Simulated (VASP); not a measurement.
# Ga2O3 (P2_1/m) in VASP: further runs, part 2 of 2

VASP 6.6.1. Earlier steps stand in the parts before.

### Step 3. Single point, PBE

INCAR reads:

```
SYSTEM = Ga2O3
  PREC = Accurate
  ENCUT = 520
  EDIFF = 1E-7
  ISMEAR = 0
  SIGMA = 0.05
  LREAL = Auto
  LASPH = .True.
  NELM = 100
  ALGO = Normal
  ISIF = 2
  LWAVE = .False.
  LCHARG = .False.
  GGA = PE
  NBANDS = 104
```

KPOINTS reads:

```
regular mesh
0
Gamma
  5 9 3
  0 0 0
```

POSCAR reads:

```
Ga2O3
1.0
    1.4027234631      0.0000000000     -5.7076941965
    0.0000000000      3.0835130475      0.0000000000
   11.6132270235      0.0000000000      3.4476013941
Ga O
8 12
Direct
   -0.0407752603      0.0000000000      0.8399134337
    0.6592247397      0.5000000000      0.3399134337
    0.4407752603      0.0000000000      0.6600865663
    0.1407752603      0.5000000000      0.1600865663
    0.1809025437      0.0000000000      0.4085007299
    0.4809025437      0.5000000000      0.9085007299
    0.6190974563      0.0000000000      0.0914992701
   -0.0809025437      0.5000000000      0.5914992701
   -0.3111130348      0.0000000000      0.9134883783
    0.3888869652      0.5000000000      0.4134883783
    0.7111130348      0.0000000000      0.5865116217
    0.4111130348      0.5000000000      0.0865116217
    0.2398613541      0.0000000000      0.9237013128
   -0.0601386459      0.5000000000      0.4237013128
    0.1601386459      0.0000000000      0.5762986872
    0.8601386459      0.5000000000      0.0762986872
    0.1409303808      0.0000000000      0.2460195696
    0.4409303808      0.5000000000      0.7460195696
    0.6590696192      0.0000000000      0.2539804304
   -0.0409303808      0.5000000000      0.7539804304
```

Potentials or basis: VASP PAW PBE potentials, release 64 (Ga_d, O).

On the command line:

```sh
$ cat potpaw_PBE.64/Ga_d/POTCAR potpaw_PBE.64/O/POTCAR > POTCAR
$ mpirun -np 1 vasp_std > vasp.out
```

OUTCAR:

```text
SYSTEM = Ga2O3
   PREC = Accurate
   ENCUT = 520
   EDIFF = 1E-7
   ISMEAR = 0
   LREAL = Auto
   LASPH = .True.
   NELM = 100
   ISIF = 2
   GGA = PE

 ion  position               nearest neighbor table
   1  0.959  0.000  0.840-   9 1.86  20 1.86  20 1.86  13 1.90
   2  0.659  0.500  0.340-  10 1.86  19 1.86  19 1.86  14 1.90
   3  0.441  0.000  0.660-  11 1.86  18 1.86  18 1.86  15 1.90
   4  0.141  0.500  0.160-  12 1.86  17 1.86  17 1.86  16 1.90
   5  0.181  0.000  0.409-  10 1.97  10 1.97  17 1.97  15 2.04  14 2.11  14 2.11
   6  0.481  0.500  0.909-   9 1.97   9 1.97  18 1.97  13 2.11  13 2.11  12 2.21   7 2.79   7 2.79

   7  0.619  0.000  0.091-  12 1.97  12 1.97  19 1.97  16 2.11  16 2.11   9 2.21   6 2.79   6 2.79

   8  0.919  0.500  0.591-  11 1.97  11 1.97  20 1.97  14 2.04  15 2.11  15 2.11
   9  0.689  0.000  0.913-   1 1.86   6 1.97   6 1.97   7 2.21
  10  0.389  0.500  0.413-   2 1.86   5 1.97   5 1.97
  11  0.711  0.000  0.587-   3 1.86   8 1.97   8 1.97
  12  0.411  0.500  0.087-   4 1.86   7 1.97   7 1.97   6 2.21
  13  0.240  0.000  0.924-   1 1.90   6 2.11   6 2.11
  14  0.940  0.500  0.424-   2 1.90   8 2.04   5 2.11   5 2.11
  15  0.160  0.000  0.576-   3 1.90   5 2.04   8 2.11   8 2.11
  16  0.860  0.500  0.076-   4 1.90   7 2.11   7 2.11
  17  0.141  0.000  0.246-   4 1.86   4 1.86   5 1.97
  18  0.441  0.500  0.746-   3 1.86   3 1.86   6 1.97
  19  0.659  0.000  0.254-   2 1.86   2 1.86   7 1.97
  20  0.959  0.500  0.754-   1 1.86   1 1.86   8 1.97

  LATTYP: Found a simple monoclinic cell.
 ALAT       =     5.8775340199
 B/A-ratio  =     0.5246270012
 C/A-ratio  =     2.0610965600
 COS(beta)  =    -0.0475792273

  Lattice vectors:

 A1 = (   1.4027234631,   0.0000000000,  -5.7076941965)
 A2 = (   0.0000000000,   3.0835130475,   0.0000000000)
 A3 = (  11.6132270235,   0.0000000000,   3.4476013941)

Analysis of symmetry for initial positions (statically):
=====================================================================
 Subroutine PRICEL returns:
[... 186 lines left out ...]
   GGA     = PE    functional components
   LHFCALC =     F    Hartree Fock is set to
   AEXX    =    0.0000 exact exchange contribution
   IVDW    =     0    specifies the selected vdW correction
   LEPSILON=     F    determine dielectric tensor
   LRPA    =     F    only Hartree local field effects (RPA)
 non-spin polarized calculation
 Gauss-broadening in eV      SIGMA  =   0.05
  energy-cutoff  :      520.00
  volume of cell :      219.30
 maximum number of plane-waves:      5929
 NGX is ok and might be reduce to    48
   NGX = 21   NGY = 11   NGZ = 45

 number of electron     176.0000062 magnetization

 Free energy of the ion-electron system (eV)
  ---------------------------------------------------
  ext. energy  EPLUGINS =         0.00000000
  ---------------------------------------------------
  free energy    TOTEN  =      -117.61193683 eV

  energy without entropy =     -117.61193683  energy(sigma->0) =     -117.61193683

 E-fermi :   4.0489     XC(G=0): -11.3823

 val. band max:        3.7908446998   @ k =   0.4000   0.1111   0.0000
 cond. band min:       5.1731031115   @ k =   0.0000   0.0000   0.0000
 fundamental gap:      1.3822584117
 Fermi energy:         4.0489402619

 k-point     1 :       0.0000    0.0000    0.0000
  band No.  band energies     occupation
      1     -15.5203      2.00000
      2     -15.0341      2.00000
      3     -15.0024      2.00000
      4     -14.5162      2.00000
      5     -14.1741      2.00000
      6     -14.1280      2.00000
[... 2461 lines left out ...]
     99      11.4529      0.00000
    100      11.6385      0.00000

 [... further k-points ...]

 [bands above 100 left out]

------------------------ aborting loop because EDIFF is reached ----------------------------------------

  FORCE on cell =-STRESS in cart. coord.  units (eV):
  Direction    XX          YY          ZZ          XY          YZ          ZX
  --------------------------------------------------------------------------------------
  -------------------------------------------------------------------------------------
  Total        4.8774461      2.0798805     -3.5437650      0.0000000      0.0000000     -1.0253298
  in kB       35.6336866     15.1952087    -25.8900681      0.0000000      0.0000000     -7.4908628
  external PRESSURE =       8.3129424 kB  Pullay stress =       0.0000000 kB

 VOLUME and BASIS-vectors are now :
 -----------------------------------------------------------------------------
  energy-cutoff  :      520.00
  volume of cell :      219.30
      direct lattice vectors                 reciprocal lattice vectors
     1.402723463  0.000000000 -5.707694197     0.048475304  0.000000000 -0.163288803
     0.000000000  3.083513047  0.000000000     0.000000000  0.324305422  0.000000000
    11.613227024  0.000000000  3.447601394     0.080253538  0.000000000  0.019723117

 POSITION                                       TOTAL-FORCE (eV/Angst)
 -----------------------------------------------------------------------------------
     11.09963      0.00000     -2.57927         0.785861      0.000000     -1.723897
      4.87220      1.54176     -2.59077         0.004731      0.000000     -0.064420
      8.28402      0.00000     -0.24010        -0.004731      0.000000      0.064420
      2.05659      1.54176     -0.25159        -0.785861      0.000000      1.723897
      4.99777      0.00000      0.37581         0.029704      0.000000     -0.019308
     11.22520      1.54176      0.38730        -2.480567      0.000000      2.582752
[... 12 lines left out ...]
      3.87402      0.00000     -2.88614         0.018946      0.000000      0.257986
     10.10146      1.54176     -2.87465        -0.066857      0.000000      0.387208
 -----------------------------------------------------------------------------------
    total drift:                                0.000098     -0.000000     -0.000247

  FREE ENERGIE OF THE ION-ELECTRON SYSTEM (eV)
  ---------------------------------------------------
  free  energy   TOTEN  =      -117.6119368323 eV

  energy  without entropy=     -117.6119368323  energy(sigma->0) =     -117.61193683
```

It took 47 min on 1 thread of Oxide Virtual Turin-like, shared host; peak memory 0.63 GiB.

What came out:

```
Free energy            : -117.6119 eV
Pressure               : 0.8 GPa
Largest force          : 3.581 eV/Å
Band gap on the k mesh : 1.38 eV (least direct gap 1.63 eV)
```

Forces in eV/Å, atoms in the order of the input:
```
Ga   0.786  0.000 -1.724
Ga   0.005  0.000 -0.064
Ga  -0.005  0.000  0.064
Ga  -0.786  0.000  1.724
Ga   0.030  0.000 -0.019
Ga  -2.481  0.000  2.583
Ga   2.481  0.000 -2.583
Ga  -0.030  0.000  0.019
O    0.323  0.000  1.417
O    0.030  0.000  0.015
O   -0.030  0.000 -0.015
O   -0.323  0.000 -1.417
O   -0.573  0.000 -0.687
O   -0.023  0.000 -0.016
O    0.023  0.000  0.016
O    0.573  0.000  0.687
O    0.067  0.000 -0.387
O   -0.019  0.000 -0.258
O    0.019  0.000  0.258
O   -0.067  0.000  0.387
```

Caveat: an odd mesh through Γ misses points on the zone boundary, where band edges can lie; forces of over 1 eV/Å act on the atoms, so gaps and moduli don't describe the material at rest.

### Step 4. Single point, PBE

INCAR reads:

```
SYSTEM = Ga2O3
ALGO = Normal
EDIFF = 1E-6
ENCUT = 520
GGA = PE
ISIF = 2
ISMEAR = 0
LASPH = .TRUE.
LCHARG = .FALSE.
LREAL = Auto
LWAVE = .FALSE.
NBANDS = 104
NELM = 60
PREC = Accurate
SIGMA = 0.05
```

KPOINTS reads:

```
k-points
0
G
  5 9 3
  0 0 0
```

POSCAR reads:

```
Ga2O3
1.0
    1.4027234631      0.0000000000     -5.7076941965
    0.0000000000      3.0835130475      0.0000000000
   12.1743164088      0.0000000000      1.1645237155
Ga O
8 12
Direct
   -0.3767406338      0.0000000000      0.8399134337
    0.5232593662      0.5000000000      0.3399134337
    0.1767406338      0.0000000000      0.6600865663
    0.0767406338      0.5000000000      0.1600865663
    0.0175022518      0.0000000000      0.4085007299
    0.1175022518      0.5000000000      0.9085007299
    0.5824977482      0.0000000000      0.0914992701
   -0.3175022518      0.5000000000      0.5914992701
   -0.6765083861      0.0000000000      0.9134883783
    0.2234916139      0.5000000000      0.4134883783
    0.4765083861      0.0000000000      0.5865116217
    0.3765083861      0.5000000000      0.0865116217
   -0.1296191710      0.0000000000      0.9237013128
   -0.2296191710      0.5000000000      0.4237013128
   -0.0703808290      0.0000000000      0.5762986872
    0.8296191710      0.5000000000      0.0762986872
    0.0425225529      0.0000000000      0.2460195696
    0.1425225529      0.5000000000      0.7460195696
    0.5574774471      0.0000000000      0.2539804304
   -0.3425225529      0.5000000000      0.7539804304
```

Potentials or basis: VASP PAW PBE potentials, release 64 (Ga_d, O).

On the command line:

```sh
$ cat potpaw_PBE.64/Ga_d/POTCAR potpaw_PBE.64/O/POTCAR > POTCAR
$ mpirun -np 1 vasp_std > vasp.out
```

OUTCAR:

```text
SYSTEM = Ga2O3
   EDIFF = 1E-6
   ENCUT = 520
   GGA = PE
   ISIF = 2
   ISMEAR = 0
   LASPH = .TRUE.
   LREAL = Auto
   NELM = 60
   PREC = Accurate

 ion  position               nearest neighbor table
   1  0.623  0.000  0.840-   9 1.86  20 1.86  20 1.86  13 1.90
   2  0.523  0.500  0.340-  10 1.86  19 1.86  19 1.86  14 1.90
   3  0.177  0.000  0.660-  11 1.86  18 1.86  18 1.86  15 1.90
   4  0.077  0.500  0.160-  12 1.86  17 1.86  17 1.86  16 1.90
   5  0.018  0.000  0.409-  10 1.97  10 1.97  17 1.97  15 2.04  14 2.11  14 2.11
   6  0.118  0.500  0.909-   9 1.97   9 1.97  18 1.97  13 2.11  13 2.11
[... 2729 lines left out ...]
  Total        8.8184778      2.3156694     -8.2650733      0.0000000      0.0000000      1.6310671
  in kB       64.4261097     16.9178370    -60.3830427      0.0000000      0.0000000     11.9162639
  external PRESSURE =       6.9869680 kB  Pullay stress =       0.0000000 kB

 VOLUME and BASIS-vectors are now :
 -----------------------------------------------------------------------------
  energy-cutoff  :      520.00
  volume of cell :      219.30
      direct lattice vectors                 reciprocal lattice vectors
     1.402723463  0.000000000 -5.707694197     0.016373888  0.000000000 -0.171178050
     0.000000000  3.083513047  0.000000000     0.000000000  0.324305422  0.000000000
    12.174316409  0.000000000  1.164523715     0.080253538  0.000000000  0.019723117

 POSITION                                       TOTAL-FORCE (eV/Angst)
 -----------------------------------------------------------------------------------
     11.09963      0.00000     -2.57927        -0.589458      0.000000     -1.232403
      4.87220      1.54176     -2.59077        -0.015044      0.000000     -0.039387
      8.28402      0.00000     -0.24010         0.015044      0.000000      0.039387
      2.05659      1.54176     -0.25159         0.589458      0.000000      1.232403
      4.99777      0.00000      0.37581         0.015531      0.000000     -0.017484
     11.22520      1.54176      0.38730        -1.076954      0.000000      1.605993
[... 12 lines left out ...]
      3.87402      0.00000     -2.88614         0.002167      0.000000      0.152112
     10.10146      1.54176     -2.87465        -0.053565      0.000000      0.241411
 -----------------------------------------------------------------------------------
    total drift:                                0.000003      0.000000     -0.000023

  FREE ENERGIE OF THE ION-ELECTRON SYSTEM (eV)
  ---------------------------------------------------
  free  energy   TOTEN  =      -117.0841239485 eV

  energy  without entropy=     -117.0841239485  energy(sigma->0) =     -117.08412395
```

OSZICAR:

```text
N       E                     dE             d eps       ncg     rms          rms(c)
DAV:   1     0.314891511811E+04    0.31489E+04   -0.70871E+04  9584   0.309E+03
DAV:   2     0.744994608680E+03   -0.24039E+04   -0.22301E+04  8336   0.975E+02
DAV:   3    -0.415462962357E+02   -0.78654E+03   -0.74323E+03 10440   0.331E+02
DAV:   4    -0.129821847740E+03   -0.88276E+02   -0.86359E+02  9776   0.121E+02
DAV:   5    -0.135961423595E+03   -0.61396E+01   -0.60910E+01 11752   0.328E+01    0.250E+01
DAV:   6    -0.116753110810E+03    0.19208E+02   -0.75234E+01 14336   0.648E+01    0.737E+00
DAV:   7    -0.117229392427E+03   -0.47628E+00   -0.87001E+00  9792   0.114E+01    0.513E+00
DAV:   8    -0.117133303199E+03    0.96089E-01   -0.13191E+00 13168   0.967E+00    0.157E+00
DAV:   9    -0.117079337611E+03    0.53966E-01   -0.37774E-01 12200   0.585E+00    0.439E-01
DAV:  10    -0.117082035682E+03   -0.26981E-02   -0.64334E-02 11176   0.194E+00    0.215E-01
DAV:  11    -0.117083599490E+03   -0.15638E-02   -0.11018E-02  9792   0.100E+00    0.150E-01
DAV:  12    -0.117083956948E+03   -0.35746E-03   -0.41407E-03  9760   0.769E-01    0.482E-02
DAV:  13    -0.117084068637E+03   -0.11169E-03   -0.11844E-03 11648   0.381E-01    0.205E-02
DAV:  14    -0.117084113109E+03   -0.44471E-04   -0.49298E-04 10904   0.145E-01    0.112E-02
DAV:  15    -0.117084122304E+03   -0.91947E-05   -0.10043E-04 11880   0.128E-01    0.121E-02
DAV:  16    -0.117084124037E+03   -0.17336E-05   -0.46194E-05 13288   0.407E-02    0.544E-03
DAV:  17    -0.117084123949E+03    0.88705E-07   -0.52712E-06  8552   0.136E-02
   1 F= -.11708412E+03 E0= -.11708412E+03  d E =-.989596E-15
```

stdout:

```text
POSCAR found type information on POSCAR GaO
 POSCAR found :  2 types and      20 ions
 scaLAPACK will be used
 LDA part: xc-table for (Slater+PW92), standard interpolation
 POSCAR, INCAR and KPOINTS ok, starting setup
 FFT: planning ... GRIDC
 FFT: planning ... GRID_SOFT
 FFT: planning ... GRID
 WAVECAR not read
 entering main loop
```

Run time: 60 min. Hardware: 1 thread of Oxide Virtual Turin-like, shared host; peak memory 0.63 GiB.

Results:

```yaml
Free_energy: -117.0841 eV
Pressure: 0.7 GPa
Largest_force: 1.934 eV/Å
Band_gap_on_the_k_mesh: 0.90 eV (least direct gap 1.04 eV)
```

Forces in eV/Å, atoms in the order of the input:
```
Ga  -0.589  0.000 -1.232
Ga  -0.015  0.000 -0.039
Ga   0.015  0.000  0.039
Ga   0.589  0.000  1.232
Ga   0.016  0.000 -0.017
Ga  -1.077  0.000  1.606
Ga   1.077  0.000 -1.606
Ga  -0.016  0.000  0.017
O   -0.035  0.000  0.605
O    0.028  0.000  0.004
O   -0.028  0.000 -0.004
O    0.035  0.000 -0.605
O   -1.590  0.000 -0.184
O   -0.017  0.000 -0.012
O    0.017  0.000  0.012
O    1.590  0.000  0.184
O    0.054  0.000 -0.241
O   -0.002  0.000 -0.152
O    0.002  0.000  0.152
O   -0.054  0.000  0.241
```

Caveat: an odd mesh through Γ misses points on the zone boundary, where band edges can lie; forces of over 1 eV/Å act on the atoms, so gaps and moduli don't describe the material at rest.

### Step 5. The runs side by side

| cell | gap on the mesh (eV) | pressure (GPa) | largest force (eV/Å) |
| --- | --- | --- | --- |
| a = 5.878, b = 3.084, c = 12.115 Å, angles 90.0, 87.2, 90.0°, 20 atoms | 1.12 | 0.2 | 2.50 |
| a = 5.878, b = 3.084, c = 12.114 Å, angles 90.0, 92.7, 90.0°, 20 atoms | 1.38 | 0.8 | 3.58 |
| a = 5.878, b = 3.084, c = 12.230 Å, angles 90.0, 81.7, 90.0°, 20 atoms | 0.90 | 0.7 | 1.93 |

Alike in all rows: task single point; level PBE; potentials or basis VASP PAW PBE potentials, release 64 (Ga_d, O); no spin polarisation; k mesh 5 × 9 × 3; cutoff (eV) 520; smearing gaussian 0.05 eV.

Caveats: an odd mesh through Γ misses points on the zone boundary, where band edges can lie; forces of over 1 eV/Å act on the atoms, so gaps and moduli don't describe the material at rest.

Absolute energies hang on the potentials; compare differences alone.
